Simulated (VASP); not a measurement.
# C (C2/m) in VASP: single point with PBE

Aim: the single point of C with PBE.

Everything below comes from runs of VASP 6.6.1. Logs are shortened: lines on timing, memory, paths and dates and some standing lists are left out, and cuts for length are marked.

## (1) The cell of the first run

The structure is monoclinic, space group C2/m (No. 12). Conventional cell: a = 4.481 Å, b = 2.564 Å, c = 2.615 Å, α = 90.00°, β = 125.18°, γ = 90.00°. C (site symmetry m) has 3 C at 1.49 to 1.50 Å within 2.0 Å.

## (2) Single point, PBE (strained and its atoms moved)

INCAR

```
SYSTEM = C
PREC = Accurate ; ENCUT = 520
EDIFF = 1E-7 ; ISMEAR = 0
SIGMA = 0.02 ; LREAL = .False.
LASPH = .True. ; NELM = 80
ALGO = Normal ; ISIF = 2
LWAVE = .False. ; LCHARG = .True.
GGA = PE ; LELF = .True.
LVHAR = .True. ; NBANDS = 11
```

KPOINTS

```
regular mesh
0
Gamma
  12 12 12
  0 0 0
```

POSCAR

```
C
1.0
   -0.0119131120      1.8252563980      1.8251850620
    1.8132719500      0.0000000000      1.8132719500
    1.8370268380      1.8370981740     -0.0237548880
C
2
Direct
    0.6213318640      0.4614856606      0.4556968147
    0.6286681360      0.7885143394      0.7943031853
```

Potentials or basis: VASP PAW PBE potentials, release 64 (C).

Launch:

```
> cat potpaw_PBE.64/C/POTCAR > POTCAR
> mpirun -np 1 vasp_std > vasp.out
```

OUTCAR:

```text
SYSTEM = C
   PREC = Accurate
   ENCUT = 520
   EDIFF = 1E-7
   ISMEAR = 0
   LREAL = .False.
   LASPH = .True.
   NELM = 80
   ISIF = 2
   GGA = PE

 ion  position               nearest neighbor table
   1  0.621  0.461  0.456-   2 1.49   2 1.50   2 1.50
   2  0.629  0.789  0.794-   1 1.49   1 1.50   1 1.50

  LATTYP: Found a base centered monoclinic cell.
 ALAT       =     4.4806364588
 B/A-ratio  =     0.5723190907
 C/A-ratio  =     0.5835828886
 COS(beta)  =    -0.5761436836

  Lattice vectors:

 A1 = (  -1.8251850620,   1.8252563980,   0.0119131120)
 A2 = (  -0.0119131120,   1.8252563980,   1.8251850620)
 A3 = (   1.8489399500,   0.0118417760,  -1.8489399500)

Analysis of symmetry for initial positions (statically):
=====================================================================
 Subroutine PRICEL returns:
 Original cell was already a primitive cell.

 Routine SETGRP: Setting up the symmetry group for a
 base centered monoclinic supercell.

 Subroutine GETGRP returns: Found  4 space group operations
 (whereof  2 operations were pure point group operations)
 out of a pool of  4 trial point group operations.

The static configuration has the point symmetry C_1h.
 The point group associated with its full space group is C_2h.

Analysis of symmetry for dynamics (positions and initial velocities):
=====================================================================
 Subroutine PRICEL returns:
 Original cell was already a primitive cell.

 Routine SETGRP: Setting up the symmetry group for a
 base centered monoclinic supercell.

 Subroutine GETGRP returns: Found  4 space group operations
 (whereof  2 operations were pure point group operations)
 out of a pool of  4 trial point group operations.

The dynamic configuration has the point symmetry C_1h.
 The point group associated with its full space group is C_2h.

 Subroutine INISYM returns: Found  4 space group operations
 (whereof  2 operations are pure point group operations),
 and found     1 'primitive' translations

----------------------------------------------------------------------------------------

                                     Primitive cell

  volume of cell :      12.2783

  direct lattice vectors                    reciprocal lattice vectors
    -0.011913112  1.825256398  1.825185062    -0.271305229  0.274802849  0.271305229
     1.813271950  0.000000000  1.813271950     0.276619033 -0.273054039  0.274870223
     1.837026838  1.837098174 -0.023754888     0.269556419  0.271305229 -0.269556419

  length of vectors
     2.581279402  2.564353784  2.598107311     0.471942434  0.476056969  0.467897268

  position of ions in fractional coordinates (direct lattice)
     0.621331864  0.461485661  0.455696815
     0.628668136  0.788514339  0.794303185

  ion indices of the primitive-cell ions
   primitive index   ion index
                 1           1
                 2           2

----------------------------------------------------------------------------------------

 KPOINTS: regular mesh

Automatic generation of k-mesh.
 Grid dimensions read from file:
 generate k-points for:   12   12   12

 Generating k-lattice:

  Cartesian coordinates                     Fractional coordinates (reciprocal lattice)
    -0.022608769  0.022900237  0.022608769     0.083333333  0.000000000 -0.000000000
     0.023051586 -0.022754503  0.022905852    -0.000000000  0.083333333 -0.000000000
     0.022463035  0.022608769 -0.022463035     0.000000000  0.000000000  0.083333333

  Length of vectors
     0.039328536  0.039671414  0.038991439

  Shift w.r.t. Gamma in fractional coordinates (k-lattice)
     0.000000000  0.000000000  0.000000000

 Subroutine IBZKPT returns following result:
 ===========================================

 Found    476 irreducible k-points:

 Following reciprocal coordinates:
            Coordinates               Weight
  0.000000  0.000000  0.000000      1.000000
  0.083333  0.000000  0.000000      2.000000
  0.166667  0.000000 -0.000000      2.000000
  0.250000  0.000000 -0.000000      2.000000
  0.333333  0.000000 -0.000000      2.000000
  0.416667  0.000000  0.000000      2.000000
[... 16 lines left out ...]
  0.250000  0.166667  0.000000      4.000000
  0.333333  0.166667 -0.000000      4.000000
 [... further k-points ...]
   k-points           NKPTS =    476   k-points in BZ     NKDIM =    476   number of bands    NBANDS=     11
   number of dos      NEDOS =    301   number of ions     NIONS =      2
   total plane-waves  NPLWV =   8000
   dimension x,y,z NGX =    20 NGY =   20 NGZ =   20
   dimension x,y,z NGXF=    40 NGYF=   40 NGZF=   40
   ions per type =               2
   NGX,Y,Z   is equivalent  to a cutoff of  12.88, 12.97, 12.80 a.u.
   NGXF,Y,Z  is equivalent  to a cutoff of  25.76, 25.93, 25.59 a.u.
 SYSTEM =  C
   PREC   = accura    normal or accurate (medium, high low for compatibility)
   ISTART =      0    job   : 0-new  1-cont  2-samecut
   ICHARG =      2    charge: 1-file 2-atom 10-const
   ISPIN  =      1    spin polarized calculation?
   LNONCOLLINEAR =      F non collinear calculations
   LSORBIT =      F    spin-orbit coupling
   LASPH  =      T    aspherical Exc in radial PAW
   ENCUT  =  520.0 eV  38.22 Ry    6.18 a.u.   4.80  4.77  4.83*2*pi/ulx,y,z
   NELM   =     80;   NELMIN=  2; NELMDL= -5     # of ELM steps
   EDIFF  = 0.1E-06   stopping-criterion for ELM
   LREAL  =      F    real-space projection
   EDIFFG = 0.1E-05   stopping-criterion for IOM
   NSW    =      0    number of steps for IOM
   IBRION =     -1    ionic relax: 0-MD 1-quasi-New 2-CG
   NFREE  =      0    steps in history (QN), initial steepest desc. (CG)
   ISIF   =      2    stress and relaxation
   ISYM   =      2    0-nonsym 1-usesym 2-fastsym
   POTIM  = 0.5000    time-step for ionic-motion
   TEBEG  =    0.0;   TEEND  =   0.0 temperature during run
   PSTRESS=    0.0 pullay stress
   NELECT =       8.0000    total number of electrons
   NUPDOWN=      -1.0000    fix difference up-down
   EMIN   =  10.00;   EMAX   =-10.00  energy-range for DOS
   EFERMI =   0.00;   METHOD = LEGACY
   ISMEAR =     0;   SIGMA  =   0.02  broadening in eV -4-tet -1-fermi 0-gaus
   EFERMI_NEDOS =   21; number of points for ismear=-14 and -15
   IALGO  =     38    algorithm
   IMIX   =      4    mixing-type and parameters
     AMIX     =   0.40;   BMIX     =  1.00
     AMIX_MAG =   1.60;   BMIX_MAG =  1.00
  volume/ion in A,a.u.               =       6.14        41.43
  Fermi-wavevector in a.u.,A,eV,Ry     =   1.419251  2.681995 27.405841  2.014273
  Thomas-Fermi vector in A             =   2.540291
   LORBIT       =      0    0 simple, 1 ext, 2 COOP (PROOUT), +10 PAW based schemes
   GGA     = PE    functional components
   LHFCALC =     F    Hartree Fock is set to
   AEXX    =    0.0000 exact exchange contribution
   IVDW    =     0    specifies the selected vdW correction
   LEPSILON=     F    determine dielectric tensor
   LRPA    =     F    only Hartree local field effects (RPA)
 non-spin polarized calculation
 Gauss-broadening in eV      SIGMA  =   0.02
  energy-cutoff  :      520.00
  volume of cell :       12.28
 maximum number of plane-waves:       342
   NGX =  9   NGY =  9   NGZ =  9

 number of electron       8.0000000 magnetization

 Free energy of the ion-electron system (eV)
  ---------------------------------------------------
  ext. energy  EPLUGINS =         0.00000000
  ---------------------------------------------------
  free energy    TOTEN  =       -16.52298980 eV

  energy without entropy =      -16.52289988  energy(sigma->0) =      -16.52294484

 E-fermi :  10.5481     XC(G=0): -12.9269

 val. band max:       10.5349610450   @ k =   0.0000   0.0000   0.5000
 cond. band min:      10.5508682345   @ k =   0.0000  -0.3333   0.0833
 fundamental gap:      0.0159071895
 Fermi energy:        10.5480789779

 k-point     1 :       0.0000    0.0000    0.0000
  band No.  band energies     occupation
      1     -11.9417      2.00000
      2       5.7937      2.00000
      3       6.3650      2.00000
      4       9.4835      2.00000
      5      16.2169      0.00000
      6      16.3277      0.00000
      7      16.4662      0.00000
      8      19.6329      0.00000
      9      24.5907      0.00000
     10      32.0912      0.00000
     11      33.1650      0.00000

 k-point     2 :       0.0833    0.0000    0.0000
  band No.  band energies     occupation
      1     -11.7636      2.00000
      2       5.7264      2.00000
      3       6.2889      2.00000
      4       8.5207      2.00000
      5      16.2421      0.00000
      6      16.3075      0.00000
      7      16.4742      0.00000
      8      19.6033      0.00000
      9      25.6744      0.00000
     10      31.5869      0.00000
     11      32.5364      0.00000

 k-point     3 :       0.1667    0.0000   -0.0000
  band No.  band energies     occupation
      1     -11.2348      2.00000
      2       5.5530      2.00000
      3       6.0930      2.00000
      4       6.2605      2.00000
      5      16.2004      0.00000
      6      16.2579      0.00000
      7      16.4542      0.00000
      8      19.5924      0.00000
      9      28.1927      0.00000
     10      30.6379      0.00000
     11      32.0757      0.00000

 k-point     4 :       0.2500    0.0000   -0.0000
  band No.  band energies     occupation
      1     -10.3773      2.00000
      2       3.5810      2.00000
      3       5.3383      2.00000
      4       5.8500      2.00000
      5      15.9537      0.00000
      6      16.1383      0.00000
      7      16.4192      0.00000
      8      19.6167      0.00000
      9      29.7822      0.00000
     10      31.1414      0.00000
     11      32.6113      0.00000

 k-point     5 :       0.3333    0.0000   -0.0000
  band No.  band energies     occupation
      1      -9.2508      2.00000
      2       0.9817      2.00000
      3       5.1453      2.00000
      4       5.6313      2.00000
      5      15.6247      0.00000
      6      15.8630      0.00000
      7      16.4261      0.00000
      8      19.6410      0.00000
      9      29.3059      0.00000
     10      33.6443      0.00000
     11      34.2031      0.00000
[... 211 lines left out ...]
 k-point    21 :       0.0833    0.1667    0.0000
  band No.  band energies     occupation
      1     -11.2766      2.00000
      2       4.1827      2.00000
      3       4.8860      2.00000
      4       9.7985      2.00000
      5      13.6731      0.00000
      6      17.2959      0.00000
      7      18.6792      0.00000
      8      21.1271      0.00000
      9      25.0374      0.00000
     10      30.0822      0.00000
     11      31.2726      0.00000

 k-point    22 :       0.1667    0.1667    0.0000
  band No.  band energies     occupation
      1     -10.9871      2.00000
      2       4.2670      2.00000
      3       4.6340      2.00000
      4       8.3109      2.00000
      5      13.7119      0.00000
      6      16.8157      0.00000
      7      18.8864      0.00000
      8      21.0405      0.00000
      9      26.3431      0.00000
     10      29.6791      0.00000
     11      33.5025      0.00000

 k-point    23 :       0.2500    0.1667    0.0000
  band No.  band energies     occupation
      1     -10.3555      2.00000
      2       4.0048      2.00000
      3       4.4594      2.00000
      4       5.9169      2.00000
      5      14.0907      0.00000
      6      16.2027      0.00000
      7      18.9141      0.00000
      8      20.8691      0.00000
      9      28.0964      0.00000
     10      30.7032      0.00000
     11      32.7292      0.00000

 k-point    24 :       0.3333    0.1667   -0.0000
  band No.  band energies     occupation
      1      -9.4138      2.00000
      2       3.2804      2.00000
      3       3.7685      2.00000
      4       4.1500      2.00000
      5      14.3028      0.00000
      6      16.1564      0.00000
      7      18.7076      0.00000
      8      20.6633      0.00000
      9      29.5518      0.00000
     10      31.3640      0.00000
     11      33.5842      0.00000

 [... further k-points ...]

------------------------ aborting loop because EDIFF is reached ----------------------------------------

  FORCE on cell =-STRESS in cart. coord.  units (eV):
  Direction    XX          YY          ZZ          XY          YZ          ZX
  --------------------------------------------------------------------------------------
  -------------------------------------------------------------------------------------
  Total        0.0558369     -0.5226190      0.0558369     -4.5804489      4.5804490     -3.7724595
  in kB        7.2860972    -68.1959619      7.2860972   -597.6975630    597.6975664   -492.2639432
  external PRESSURE =     -17.8745892 kB  Pullay stress =       0.0000000 kB

 VOLUME and BASIS-vectors are now :
 -----------------------------------------------------------------------------
  energy-cutoff  :      520.00
  volume of cell :       12.28
      direct lattice vectors                 reciprocal lattice vectors
    -0.011913112  1.825256398  1.825185062    -0.271305229  0.274802849  0.271305229
     1.813271950  0.000000000  1.813271950     0.276619033 -0.273054039  0.274870223
     1.837026838  1.837098174 -0.023754888     0.269556419  0.271305229 -0.269556419

 POSITION                                       TOTAL-FORCE (eV/Angst)
 -----------------------------------------------------------------------------------
      1.66652      1.97125      1.96002         1.703030     -1.126342     -1.703030
      2.88146      2.60669      2.55836        -1.703030      1.126342      1.703030
 -----------------------------------------------------------------------------------
    total drift:                                0.000000      0.000000      0.000000

  FREE ENERGIE OF THE ION-ELECTRON SYSTEM (eV)
  ---------------------------------------------------
  free  energy   TOTEN  =       -16.5229898047 eV

  energy  without entropy=      -16.5228998811  energy(sigma->0) =      -16.52294484
```

Wall time 80 s (1 thread of Intel Xeon 8259CL, shared host); peak memory 0.16 GiB.

What came out:

- Free energy: -16.5230 eV
- Pressure: -1.8 GPa
- Largest force: 2.659 eV/Å
- Band gap on the k mesh: zero (bands 4 and 5 overlap by 0.77 eV)

Forces on the atoms (eV/Å):
```
C    1.703 -1.126 -1.703
C   -1.703  1.126  1.703
```

Stress tensor (GPa, compression positive):
```
  0.73 -59.77 -49.23
-59.77  -6.82  59.77
-49.23  59.77   0.73
```

Levels at points of the mesh, in eV from the Fermi level:
```csv
k point,band 1,band 2,band 3,band 4,band 5,band 6,band 7,band 8
"(0.00, 0.00, 0.00)",-22.49,-4.75,-4.18,-1.06,5.67,5.78,5.92,9.08
"(0.50, 0.00, 0.00)",-17.95,-12.67,-5.58,-5.11,4.70,4.96,5.90,9.10
"(0.00, 0.50, 0.00)",-16.86,-15.22,-7.02,-0.24,0.28,6.39,13.24,14.18
"(0.50, 0.50, 0.00)",-14.87,-14.12,-8.96,-5.42,-0.07,1.58,15.91,16.52
"(0.00, 0.00, 0.50)",-17.08,-15.44,-6.63,-0.01,0.43,7.05,13.44,14.44
"(0.50, 0.00, 0.50)",-14.91,-14.17,-8.56,-5.69,-0.61,2.22,15.41,16.58
```

Caveat: the cell differs from its parent crystal (strained and its atoms moved); this functional lacks dispersion, which binds the layers, so the pressure and a relaxed spacing across them are unreliable; forces of over 1 eV/Å act on the atoms, so gaps and moduli don't describe the material at rest.
